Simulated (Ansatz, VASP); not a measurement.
## AlNi in VASP and in Ansatz

```
Ni Al
1.0
     2.26959   -1.37583    0.00000
     2.26959    1.37583    0.00000
    -1.33812    0.00000    3.82839
Ni Al
1 1
Direct
  0.50000 0.50000 0.50000
  0.00000 0.00000 0.00000
```

Alike in both runs: task single point; functional r2SCAN; k mesh 11 × 11 × 7; occupations fermi-dirac, width 0.05 eV; collinear spin.

|  | VASP | Ansatz |
| --- | --- | --- |
| version | VASP 6.6.1 | Ansatz 0.2.0 |
| potentials or method | VASP PAW PBE potentials, release 64 (Ni, Al) | Ansatz PAW |
| plane-wave cutoff (eV) | 520 | 500 |
| valence electrons in the cell | 13 | 21 |

```tsv
	VASP	Ansatz	Ansatz less VASP
gap on the k mesh at the Fermi level (eV)	none	none	-
pressure (GPa)	3.6	3.7	+0.15
traceless stress, the component that is largest in VASP (GPa)	-1.76	-1.92	-0.154
net moment per atom (μB)	0.00	0.00	0.000
```

VASP's potentials were made for PBE, not for r2SCAN. A gap of «none» marks a metal or a gap that the smearing closes. The functional is the same, so the differences come from potentials, cutoffs and numerics. VASP's potentials hold 13 valence electrons a cell and Ansatz's 21, so a difference there can come from the potentials and not from the codes.

Noted on Ansatz's run: the magnetic or orbital state may not be the lowest.
